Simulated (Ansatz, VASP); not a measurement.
## MoS2: VASP beside Ansatz

```
Mo S
1.0
     3.29076    0.00000    0.00000
    -1.64538    2.84989    0.00000
     0.00000    0.00000    6.43628
Mo S
1 2
Direct
  0.00000 0.00000 0.50000
  0.66667 0.33333 0.74468
  0.33333 0.66667 0.25532
```

Alike in both runs: task single point; functional PBE; k mesh 9 × 9 × 4; occupations fermi-dirac, width 0.05 eV; no spin polarisation.

```csv
,VASP,Ansatz
version,VASP 6.6.1,Ansatz 0.2.0
potentials or method,"VASP PAW PBE potentials, release 64 (Mo_sv, S)",Ansatz PAW soft_1
plane-wave cutoff (eV),520,420
valence electrons in the cell,26,26
```

Ansatz gave:

| Property | Result |
| --- | --- |
| gap on the k mesh at the Fermi level (eV) | none |
| pressure (GPa) | -5.8 |
| traceless stress, the component that is largest in VASP (GPa) | 1.25 |
| rms of the force components (eV/Å) | 0.269 |

Q: What did VASP give for the same quantities?

A: gap on the k mesh at the Fermi level (eV): none; pressure (GPa): -5.8; traceless stress, the component that is largest in VASP (GPa): 1.26; rms of the force components (eV/Å): 0.272.

Atom by atom the forces differ by 0.003 eV/Å (rms over components). A gap of «none» marks a metal or a gap that the smearing closes.
